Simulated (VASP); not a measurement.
## Si4B: single point with PBE

Si4B:

```
CELL_PARAMETERS angstrom
-2.58341 2.58341 2.58341
2.58341 -2.58341 2.58341
2.58341 2.58341 -2.58341
ATOMIC_POSITIONS crystal
Si 0.00000 0.00000 0.50000
Si 0.00000 0.50000 0.00000
Si 0.50000 0.00000 0.00000
Si 0.50000 0.50000 0.50000
B 0.00000 0.00000 0.00000
```

* Program: VASP 6.6.1
* Task: single point
* Functional: PBE
* Potentials or basis: VASP PAW PBE potentials, release 64 (Si, B)
* Cutoff: 520 eV
* k mesh: 10 × 10 × 10
* Occupations: gaussian, width 0.1 eV
* Spin: no spin polarisation
* Dipole correction: no
* Further INCAR settings: ALGO = Normal; EDIFF = 1e-07; NBANDS = 18

* Pressure: -0.1 GPa

Levels at points of the mesh, in eV from the Fermi level:
```csv
k point,band 7,band 8,band 9,band 10,band 11,band 12
"(0.00, 0.00, 0.00)",-4.35,-4.10,-3.05,-3.05,-3.05,1.15
"(0.50, 0.00, 0.00)",-2.14,-0.75,-0.63,-0.30,1.71,2.49
"(0.50, 0.50, 0.50)",-0.35,-0.35,-0.35,1.03,1.03,1.03
```

Wall time 23 s on 1 thread of Intel(R) Xeon(R) 6975P-C (Granite Rapids), with other jobs on the host, peak memory 0.22 GiB.
